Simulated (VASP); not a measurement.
A run of VASP 6.6.1 is set up as follows.

INCAR

```
SYSTEM = ScAl3F
ALGO     = Normal         ! electronic algorithm
EDIFF    = 1E-7           ! SCF threshold, eV
ENCUT    = 520            ! plane-wave cutoff, eV
GGA      = PE             ! functional
ISIF     = 2              ! what is computed and relaxed
ISMEAR   = 0              ! smearing method
LASPH    = .True.         ! aspherical terms in the spheres
LCHARG   = .True.         ! write CHGCAR
LELF     = .True.         ! ELF
LREAL    = .False.        ! projectors in reciprocal space
LVHAR    = .True.       
LWAVE    = .False.        ! write WAVECAR
NBANDS   = 22             ! bands
NELM     = 60             ! most SCF steps
PREC     = Accurate       ! precision mode
SIGMA    = 0.1            ! smearing width, eV
```

KPOINTS

```
k-points
0
Gamma
  6 6 4
  0 0 0
```

File POSCAR:

```
ScAl3F
1.0
    4.5991551030      0.0000000000      0.0000000000
   -2.2995775515      3.9829851551      0.0000000000
    0.0000000000      0.0000000000      8.1970422768
Sc Al F
1 3 1
Direct
    0.0000000000      0.0000000000      0.5000000000
    0.0000000000      0.0000000000      0.8408424127
    0.0000000000      0.0000000000      0.1591575873
    0.3333333333      0.6666666667      0.5000000000
    0.6666666667      0.3333333333      0.5000000000
```

Potentials or basis: VASP PAW PBE potentials, release 64 (Sc_sv, Al, F).

Launch:

```bash
$ cat potpaw_PBE.64/Sc_sv/POTCAR potpaw_PBE.64/Al/POTCAR potpaw_PBE.64/F/POTCAR > POTCAR
$ mpirun -np 1 vasp_std > vasp.out
```

**Question.** Predict the largest force.

**Answer.** 0.024 eV/Å.

**Question.** What does it give for the band gap on the k mesh?

**Answer.** Zero (an odd number of electrons rules out a gap without spin polarisation).

Forces in eV/Å, atoms in the order of the input:
```
Sc   0.000  0.000  0.000
Al   0.000  0.000 -0.024
Al   0.000  0.000  0.024
Al   0.000  0.000  0.000
F    0.000  0.000  0.000
```
